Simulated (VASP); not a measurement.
Runs of VASP 6.6.1 on TaN. The structure is that of space group P-6m2 (No. 187), or close to it. The cells are those of the table. 

```tsv
task	potentials or basis	cell	cutoff (eV)	gap on the mesh (eV)	pressure (GPa)
relaxation of cell and atoms	VASP PAW PBE potentials, release 64 (Ta_pv, N)	relaxed to -2 GPa from a = 2.955, b = 2.955, c = 2.903 Å, angles 90.0, 90.0, 120.0°, 2 atoms	600	none	-2.0
relaxation of shape and atoms at fixed volume	VASP PAW PBE potentials, release 64 (Ta_pv, N)	relaxed from a = 2.842, b = 2.842, c = 2.802 Å, angles 90.0, 90.0, 120.0°, 2 atoms	600	none	43.8
relaxation of shape and atoms at fixed volume	VASP PAW PBE potentials, release 64 (Ta_pv, N)	relaxed from a = 2.808, b = 2.808, c = 2.775 Å, angles 90.0, 90.0, 120.0°, 2 atoms	600	none	63.1
relaxation of cell and atoms	VASP PAW PBE potentials, release 64 (Ta_pv, N)	relaxed to 2 GPa from a = 2.917, b = 2.917, c = 2.866 Å, angles 90.0, 90.0, 120.0°, 2 atoms	600	none	2.0
single point	VASP PAW PBE potentials, release 64 (Ta_sv_GW, N)	a = 2.936, b = 2.936, c = 2.885 Å, angles 90.0, 90.0, 120.0°, 2 atoms	660	none	-0.1
single point	VASP PAW PBE potentials, release 64 (Ta_pv, N)	a = 2.936, b = 2.936, c = 2.885 Å, angles 90.0, 90.0, 120.0°, 2 atoms	520	none	(a)
```

Alike in all rows: level r2SCAN; no spin polarisation; k mesh 18 × 18 × 14; smearing gaussian 0.1 eV.

**Question.** Fill in the values left out.

**Answer.** (a) 1.6.

Caveats: the PAW data sets were made with another functional, which shifts forces and pressure a little; spin-orbit coupling is left out, which moves the levels of the heavy elements; the cell is relaxed towards a set pressure, so the run minimises the enthalpy, not the energy (at least some runs).

A k mesh can miss the band edges, and the runs leave out spin-orbit coupling on Ta.

A gap of «none» marks levels without a gap at the run's occupations.

The runs don't all hold the same shells in valence.
